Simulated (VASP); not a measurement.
# Ir (Pm-3m) in VASP: further runs

Ir is run at these levels: PBE; tasks: single point.

All numbers are computed with VASP 6.6.1; they aren't measurements. Logs are shortened: lines on timing, memory, paths and dates and some standing lists are left out, and cuts for length are marked.

## 1. The cell of the first run

Symmetry: Pm-3m, No. 221, cubic system. Conventional cell: a = 2.572 Å, b = 2.572 Å, c = 2.572 Å, α = 90.00°, β = 90.00°, γ = 90.00°. Ir (site symmetry m-3m) has 6 Ir at 2.57 Å within 3.4 Å.

## 2. Single point, PBE, collinear spin, ferromagnetic start

Contents of INCAR:

```
PREC = Accurate
ENCUT = 520
EDIFF = 1E-6
ISMEAR = -1
SIGMA = 0.05
LREAL = F
LASPH = T
NELM = 150
ALGO = Normal
ISIF = 2
LWAVE = F
LCHARG = F
ISPIN = 2
MAGMOM = 1
LORBIT = 11
LMAXMIX = 4
GGA = PE
NBANDS = 14
```

Contents of KPOINTS:

```
regular mesh
0
Gamma
  13 13 13
```

Contents of POSCAR:

```
Ir
1.0
    2.5718086364      0.0000000000      0.0000000000
    0.0000000000      2.5718086364      0.0000000000
    0.0000000000      0.0000000000      2.5718086364
Ir
1
Direct
    0.0000000000      0.0000000000      0.0000000000
```

Potentials or basis: VASP PAW PBE potentials, release 64 (Ir).

The run is started by

```
cat potpaw_PBE.64/Ir/POTCAR > POTCAR
mpirun -np 1 vasp_std > vasp.out
```

OUTCAR:

```text
PREC = Accurate
   ENCUT = 520
   EDIFF = 1E-6
   ISMEAR = -1
   LREAL = F
   LASPH = T
   NELM = 150
   ISIF = 2
   ISPIN = 2
   LORBIT = 11
   GGA = PE

 ion  position               nearest neighbor table
   1  0.000  0.000  0.000-

  LATTYP: Found a simple cubic cell.
 ALAT       =     2.5718086364

  Lattice vectors:

 A1 = (   2.5718086364,   0.0000000000,   0.0000000000)
 A2 = (   0.0000000000,   2.5718086364,   0.0000000000)
 A3 = (   0.0000000000,   0.0000000000,   2.5718086364)

Analysis of symmetry for initial positions (statically):
=====================================================================
 Subroutine PRICEL returns:
 Original cell was already a primitive cell.

 Routine SETGRP: Setting up the symmetry group for a
 simple cubic supercell.

 Subroutine GETGRP returns: Found 48 space group operations
 (whereof 48 operations were pure point group operations)
 out of a pool of 48 trial point group operations.

The static configuration has the point symmetry O_h .

Analysis of symmetry for dynamics (positions and initial velocities):
=====================================================================
 Subroutine PRICEL returns:
 Original cell was already a primitive cell.

 Routine SETGRP: Setting up the symmetry group for a
 simple cubic supercell.

 Subroutine GETGRP returns: Found 48 space group operations
 (whereof 48 operations were pure point group operations)
 out of a pool of 48 trial point group operations.

The dynamic configuration has the point symmetry O_h .

Analysis of structural, dynamic, and magnetic symmetry:
=====================================================================
 Subroutine PRICEL returns:
 Original cell was already a primitive cell.

 Routine SETGRP: Setting up the symmetry group for a
 simple cubic supercell.

 Subroutine GETGRP returns: Found 48 space group operations
 (whereof 48 operations were pure point group operations)
 out of a pool of 48 trial point group operations.

The overall configuration has the point symmetry O_h .

 Subroutine INISYM returns: Found 48 space group operations
 (whereof 48 operations are pure point group operations),
 and found     1 'primitive' translations

----------------------------------------------------------------------------------------

                                     Primitive cell

  volume of cell :      17.0105

  direct lattice vectors                    reciprocal lattice vectors
     2.571808636  0.000000000  0.000000000     0.388831418  0.000000000  0.000000000
     0.000000000  2.571808636  0.000000000     0.000000000  0.388831418  0.000000000
     0.000000000  0.000000000  2.571808636     0.000000000  0.000000000  0.388831418

  length of vectors
     2.571808636  2.571808636  2.571808636     0.388831418  0.388831418  0.388831418

  position of ions in fractional coordinates (direct lattice)
     0.000000000  0.000000000  0.000000000

  ion indices of the primitive-cell ions
   primitive index   ion index
                 1           1

----------------------------------------------------------------------------------------

 KPOINTS: regular mesh

Automatic generation of k-mesh.
 Grid dimensions read from file:
 generate k-points for:   13   13   13

 Generating k-lattice:

  Cartesian coordinates                     Fractional coordinates (reciprocal lattice)
     0.029910109  0.000000000  0.000000000     0.076923077  0.000000000  0.000000000
     0.000000000  0.029910109  0.000000000     0.000000000  0.076923077  0.000000000
     0.000000000  0.000000000  0.029910109     0.000000000  0.000000000  0.076923077

  Length of vectors
     0.029910109  0.029910109  0.029910109

  Shift w.r.t. Gamma in fractional coordinates (k-lattice)
     0.000000000  0.000000000  0.000000000

 Subroutine IBZKPT returns following result:
 ===========================================

 Found     84 irreducible k-points:

 Following reciprocal coordinates:
            Coordinates               Weight
  0.000000  0.000000  0.000000      1.000000
  0.076923  0.000000  0.000000      6.000000
  0.153846  0.000000  0.000000      6.000000
  0.230769  0.000000  0.000000      6.000000
  0.307692  0.000000  0.000000      6.000000
  0.384615  0.000000  0.000000      6.000000
[... 16 lines left out ...]
  0.307692  0.307692  0.000000     12.000000
  0.384615  0.307692  0.000000     24.000000
 [... further k-points ...]
   k-points           NKPTS =     84   k-points in BZ     NKDIM =     84   number of bands    NBANDS=     14
   number of dos      NEDOS =    301   number of ions     NIONS =      1
   total plane-waves  NPLWV =   8000
   dimension x,y,z NGX =    20 NGY =   20 NGZ =   20
   dimension x,y,z NGXF=    40 NGYF=   40 NGZF=   40
   ions per type =               1
   NGX,Y,Z   is equivalent  to a cutoff of  12.93, 12.93, 12.93 a.u.
   NGXF,Y,Z  is equivalent  to a cutoff of  25.86, 25.86, 25.86 a.u.
 SYSTEM =  unknown system
   PREC   = accura    normal or accurate (medium, high low for compatibility)
   ISTART =      0    job   : 0-new  1-cont  2-samecut
   ICHARG =      2    charge: 1-file 2-atom 10-const
   ISPIN  =      2    spin polarized calculation?
   LNONCOLLINEAR =      F non collinear calculations
   LSORBIT =      F    spin-orbit coupling
   LASPH  =      T    aspherical Exc in radial PAW
   ENCUT  =  520.0 eV  38.22 Ry    6.18 a.u.   4.78  4.78  4.78*2*pi/ulx,y,z
   NELM   =    150;   NELMIN=  2; NELMDL= -5     # of ELM steps
   EDIFF  = 0.1E-05   stopping-criterion for ELM
   LREAL  =      F    real-space projection
   EDIFFG = 0.1E-04   stopping-criterion for IOM
   NSW    =      0    number of steps for IOM
   IBRION =     -1    ionic relax: 0-MD 1-quasi-New 2-CG
   NFREE  =      0    steps in history (QN), initial steepest desc. (CG)
   ISIF   =      2    stress and relaxation
   ISYM   =      2    0-nonsym 1-usesym 2-fastsym
   POTIM  = 0.5000    time-step for ionic-motion
   TEBEG  =    0.0;   TEEND  =   0.0 temperature during run
   PSTRESS=    0.0 pullay stress
   NELECT =       9.0000    total number of electrons
   NUPDOWN=      -1.0000    fix difference up-down
   EMIN   =  10.00;   EMAX   =-10.00  energy-range for DOS
   EFERMI =   0.00;   METHOD = LEGACY
   ISMEAR =    -1;   SIGMA  =   0.05  broadening in eV -4-tet -1-fermi 0-gaus
   EFERMI_NEDOS =   21; number of points for ismear=-14 and -15
   IALGO  =     38    algorithm
   IMIX   =      4    mixing-type and parameters
     AMIX     =   0.40;   BMIX     =  1.00
     AMIX_MAG =   1.60;   BMIX_MAG =  1.00
  volume/ion in A,a.u.               =      17.01       114.79
  Fermi-wavevector in a.u.,A,eV,Ry     =   1.324089  2.502164 23.853875  1.753210
  Thomas-Fermi vector in A             =   2.453649
   LORBIT       =     11    0 simple, 1 ext, 2 COOP (PROOUT), +10 PAW based schemes
   GGA     = PE    functional components
   LHFCALC =     F    Hartree Fock is set to
   AEXX    =    0.0000 exact exchange contribution
   IVDW    =     0    specifies the selected vdW correction
   LEPSILON=     F    determine dielectric tensor
   LRPA    =     F    only Hartree local field effects (RPA)
 spin polarized calculation
  energy-cutoff  :      520.00
  volume of cell :       17.01
 maximum number of plane-waves:       466
 NGX is ok and might be reduce to    20
   NGX =  9   NGY =  9   NGZ =  9

 number of electron       8.9999999 magnetization      -0.0006054

 number of electron       8.9999999 magnetization       0.0008775

 Free energy of the ion-electron system (eV)
  ---------------------------------------------------
  ext. energy  EPLUGINS =         0.00000000
  ---------------------------------------------------
  free energy    TOTEN  =        -7.86382842 eV

  energy without entropy =       -7.84937036  energy(sigma->0) =       -7.85659939

 E-fermi :   7.3611     XC(G=0): -12.7406

 val. band max:        7.3469818803   @ k =   0.2308   0.0769   0.0000
 cond. band min:       7.3809104888   @ k =   0.4615   0.0769   0.0000
 fundamental gap:      0.0339286085
 Fermi energy:         7.3611480835

 spin component 1

 k-point     1 :       0.0000    0.0000    0.0000
  band No.  band energies     occupation
      1      -1.6637      1.00000
      2       1.5016      1.00000
      3       1.5016      1.00000
      4       8.6831      0.00000
      5       8.6831      0.00000
      6       8.6831      0.00000
      7      22.9828      0.00000
      8      22.9828      0.00000
      9      22.9828      0.00000
     10      28.8980      0.00000
     11      31.6390      0.00000
     12      31.6390      0.00000
     13      36.0786      0.00000
     14      36.0786      0.00000

 k-point     2 :       0.0769    0.0000    0.0000
  band No.  band energies     occupation
      1      -1.4822      1.00000
      2       1.5395      1.00000
      3       1.6777      1.00000
      4       8.4849      0.00000
      5       8.4849      0.00000
      6       8.6983      0.00000
      7      21.8261      0.00000
      8      23.3238      0.00000
      9      23.3238      0.00000
     10      29.6245      0.00000
     11      30.5495      0.00000
     12      32.3567      0.00000
     13      36.2612      0.00000
     14      36.2612      0.00000
[... 343 lines left out ...]
      1       1.7671      1.00000
      2       2.7612      1.00000
      3       5.6860      1.00000
      4       6.6866      1.00000
      5       6.9234      0.99984
      6       7.1238      0.99139
      7      17.0665      0.00000
      8      19.6190      0.00000
      9      25.8880      0.00000
     10      30.6759      0.00000
     11      30.9732      0.00000
     12      32.9399      0.00000
     13      36.3085      0.00000
     14      38.6162      0.00000

 k-point    24 :       0.3846    0.3077    0.0000
  band No.  band energies     occupation
      1       1.9822      1.00000
      2       2.4757      1.00000
      3       6.1393      1.00000
      4       6.5682      1.00000
      5       7.1257      0.99106
      6       8.3058      0.00000
      7      15.4426      0.00000
      8      20.2851      0.00000
      9      24.7847      0.00000
     10      29.0828      0.00000
     11      31.7497      0.00000
     12      32.7733      0.00000
     13      35.9342      0.00000
     14      38.0835      0.00000

 [... further k-points ...]

 spin component 2

 k-point     1 :       0.0000    0.0000    0.0000
  band No.  band energies     occupation
      1      -1.6634      1.00000
      2       1.5020      1.00000
      3       1.5020      1.00000
      4       8.6838      0.00000
      5       8.6838      0.00000
      6       8.6838      0.00000
      7      22.9831      0.00000
      8      22.9831      0.00000
      9      22.9831      0.00000
     10      28.8979      0.00000
     11      31.6391      0.00000
     12      31.6391      0.00000
     13      36.0789      0.00000
     14      36.0789      0.00000

 k-point     2 :       0.0769    0.0000    0.0000
  band No.  band energies     occupation
      1      -1.4820      1.00000
      2       1.5399      1.00000
      3       1.6781      1.00000
      4       8.4856      0.00000
      5       8.4856      0.00000
      6       8.6990      0.00000
      7      21.8264      0.00000
      8      23.3241      0.00000
      9      23.3241      0.00000
     10      29.6245      0.00000
     11      30.5497      0.00000
     12      32.3569      0.00000
     13      36.2615      0.00000
     14      36.2615      0.00000
[... 343 lines left out ...]
      1       1.7674      1.00000
      2       2.7616      1.00000
      3       5.6864      1.00000
      4       6.6870      1.00000
      5       6.9241      0.99984
      6       7.1245      0.99128
      7      17.0668      0.00000
      8      19.6192      0.00000
      9      25.8882      0.00000
     10      30.6760      0.00000
     11      30.9735      0.00000
     12      32.9401      0.00000
     13      36.3089      0.00000
     14      38.6165      0.00000

 k-point    24 :       0.3846    0.3077    0.0000
  band No.  band energies     occupation
      1       1.9826      1.00000
      2       2.4762      1.00000
      3       6.1397      1.00000
      4       6.5688      1.00000
      5       7.1264      0.99095
      6       8.3062      0.00000
      7      15.4429      0.00000
      8      20.2854      0.00000
      9      24.7849      0.00000
     10      29.0829      0.00000
     11      31.7500      0.00000
     12      32.7735      0.00000
     13      35.9346      0.00000
     14      38.0837      0.00000

 [... further k-points ...]

------------------------ aborting loop because EDIFF is reached ----------------------------------------

  FORCE on cell =-STRESS in cart. coord.  units (eV):
  Direction    XX          YY          ZZ          XY          YZ          ZX
  --------------------------------------------------------------------------------------
  -------------------------------------------------------------------------------------
  Total        0.0114164      0.0114164      0.0114164      0.0000000      0.0000000     -0.0000000
  in kB        1.0752840      1.0752840      1.0752840      0.0000000      0.0000000     -0.0000000
  external PRESSURE =       1.0752840 kB  Pullay stress =       0.0000000 kB

 VOLUME and BASIS-vectors are now :
 -----------------------------------------------------------------------------
  energy-cutoff  :      520.00
  volume of cell :       17.01
      direct lattice vectors                 reciprocal lattice vectors
     2.571808636  0.000000000  0.000000000     0.388831418  0.000000000  0.000000000
     0.000000000  2.571808636  0.000000000     0.000000000  0.388831418  0.000000000
     0.000000000  0.000000000  2.571808636     0.000000000  0.000000000  0.388831418

 POSITION                                       TOTAL-FORCE (eV/Angst)
 -----------------------------------------------------------------------------------
      0.00000      0.00000      0.00000         0.000000      0.000000      0.000000
 -----------------------------------------------------------------------------------
    total drift:                                0.000000      0.000000      0.000000

  FREE ENERGIE OF THE ION-ELECTRON SYSTEM (eV)
  ---------------------------------------------------
  free  energy   TOTEN  =        -7.8638284190 eV

  energy  without entropy=       -7.8493703629  energy(sigma->0) =       -7.85659939

 total charge

# of ion       s       p       d       tot
------------------------------------------
    1        0.727   0.519   7.008   8.254

 magnetization (x)

# of ion       s       p       d       tot
------------------------------------------
    1        0.000   0.000   0.000   0.000
```

It took 25 s on 1 thread of Intel Xeon Platinum 8259CL at 2.50GHz (Skylake/Cascade Lake), shared host; peak memory 0.15 GiB.

Results:

| Item | Value |
| --- | --- |
| Free energy | -7.8638 eV |
| Pressure | 0.1 GPa |
| Net moment | 0.00 μB per cell |
| Valence electrons inside the program's atomic spheres | Ir 8.25 |

Caveat: spin-orbit coupling is left out, which moves the levels of the heavy elements.

## 3. Single point, PBE, collinear spin, ferromagnetic start (volume scaled by 0.92)

Contents of INCAR:

```
PREC = Accurate
ENCUT = 520
EDIFF = 1E-6
ISMEAR = -1
SIGMA = 0.05
LREAL = False
LASPH = True
NELM = 150
ALGO = Normal
ISIF = 2
LWAVE = False
LCHARG = False
ISPIN = 2
MAGMOM = 1
LORBIT = 11
LMAXMIX = 4
GGA = PE
NBANDS = 14
```

Contents of KPOINTS:

```
Automatic mesh
0
Gamma
  14 14 14
```

Contents of POSCAR:

```
Ir
1.0
    2.5013123429      0.0000000000      0.0000000000
    0.0000000000      2.5013123429      0.0000000000
    0.0000000000      0.0000000000      2.5013123429
Ir
1
Direct
    0.0000000000      0.0000000000      0.0000000000
```

Potentials or basis: VASP PAW PBE potentials, release 64 (Ir).

The run is started by

```
cat potpaw_PBE.64/Ir/POTCAR > POTCAR
mpirun -np 1 vasp_std > vasp.out
```

Wall time 33 s (1 thread of Intel Xeon Platinum 8259CL at 2.50GHz (Skylake/Cascade Lake), shared host); peak memory 0.16 GiB.

The run converged. Its results:

```yaml
Free_energy: -7.7784 eV
Pressure: 24.8 GPa
Net_moment: 0.00 μB per cell
Valence_electrons_inside_the_program's_atomic_spheres: Ir 8.50
```

Levels at points of the mesh, in eV from the Fermi level:
Spin up:
| k point | band 1 | band 2 | band 3 | band 4 | band 5 | band 6 | band 7 | band 8 | band 9 |
| --- | --- | --- | --- | --- | --- | --- | --- | --- | --- |
| (0.00, 0.00, 0.00) | -9.84 | -6.66 | -6.66 | 1.49 | 1.49 | 1.49 | 16.13 | 16.13 | 16.13 |
| (0.50, 0.00, 0.00) | -6.71 | -5.85 | -1.66 | -1.66 | -1.19 | 1.80 | 6.58 | 16.40 | 20.74 |
| (0.50, 0.50, 0.00) | -7.21 | -5.18 | -1.06 | -1.06 | 3.81 | 4.65 | 4.65 | 12.58 | 14.76 |
| (0.50, 0.50, 0.50) | -5.82 | -5.82 | -5.82 | 4.03 | 4.03 | 8.99 | 11.50 | 11.50 | 11.50 |
Spin down:
```csv
k point,band 1,band 2,band 3,band 4,band 5,band 6,band 7,band 8,band 9
"(0.00, 0.00, 0.00)",-9.84,-6.66,-6.66,1.49,1.49,1.49,16.13,16.13,16.13
"(0.50, 0.00, 0.00)",-6.71,-5.85,-1.66,-1.66,-1.19,1.80,6.58,16.40,20.74
"(0.50, 0.50, 0.00)",-7.21,-5.18,-1.06,-1.06,3.81,4.65,4.65,12.58,14.76
"(0.50, 0.50, 0.50)",-5.82,-5.82,-5.82,4.03,4.03,8.99,11.50,11.50,11.50
```

Caveat: spin-orbit coupling is left out, which moves the levels of the heavy elements.
